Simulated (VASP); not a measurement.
Here is a VASP 6.6.1 calculation.

The input POSCAR:

```
CdS
1.0
    0.0000000000      2.9392148430      2.9686069915
    2.9392148430      0.0000000000      2.9686069915
    2.9392148430      2.9392148430      0.0000000000
Cd S
1 1
Direct
    0.0000000000      0.0000000000      0.0000000000
    0.2500000000      0.2500000000      0.2500000000
```

INCAR.step1

```
SYSTEM = CdS
  ALGO = Normal
  EDIFF = 1E-8
  ENCUT = 500
  GGA = PE
  ISMEAR = 0
  LASPH = .TRUE.
  LCHARG = .FALSE.
  LREAL = .FALSE.
  LWAVE = .TRUE.
  NELM = 80
  PREC = Accurate
  SIGMA = 0.01
```

Contents of INCAR.step2:

```
SYSTEM = CdS
  ALGO = Exact
  EDIFF = 1E-8
  ENCUT = 500
  GGA = PE
  ISMEAR = 0
  ISTART = 1
  LASPH = .TRUE.
  LCHARG = .FALSE.
  LOPTICS = .TRUE.
  LREAL = .FALSE.
  LWAVE = .TRUE.
  NBANDS = 222
  NELM = 1
  PREC = Accurate
  SIGMA = 0.01
```

Contents of INCAR.step3:

```
SYSTEM = CdS
  ALGO = EVGW0
  EDIFF = 1E-8
  ENCUT = 500
  ENCUTGW = 150.0
  GGA = PE
  ISMEAR = 0
  ISTART = 1
  LASPH = .TRUE.
  LCHARG = .FALSE.
  LREAL = .FALSE.
  LWAVE = .FALSE.
  NBANDS = 222
  NBANDSGW = 17
  NELMGW = 1
  NOMEGA = 96
  OMEGAMAX = 20
  PREC = Accurate
  PRECFOCK = Fast
  SIGMA = 0.01
```

Contents of KPOINTS:

```
k-points
0
G
  4 4 4
  0 0 0
```

Potentials or basis: VASP PAW PBE potentials, release 64 (Cd_GW, S_GW).

Command:

```bash
$ cat potpaw_PBE.64/Cd_GW/POTCAR potpaw_PBE.64/S_GW/POTCAR > POTCAR
$ cp INCAR.step1 INCAR
$ mpirun -np 1 vasp_std > vasp.out
$ cp INCAR.step2 INCAR
$ mpirun -np 1 vasp_std > vasp.out
$ cp INCAR.step3 INCAR
$ mpirun -np 1 vasp_std > vasp.out
```

Task: Estimate the quasiparticle gap.

Result: 1.81 eV.

Task: Predict the least direct quasiparticle gap.

Result: 1.81 eV.

Task: What does it give for the least direct gap of the starting levels on the mesh?

Result: 1.05 eV.

Task: Predict the band gap of the starting levels on the mesh.

Result: 1.05 eV.

Caveat: the k points lie up to 0.46 Å⁻¹ apart; bands, screening cutoff and mesh are small and nothing is extrapolated, so the quasiparticle values aren't converged; the structure was generated, so it needn't be the stable form of CdS.
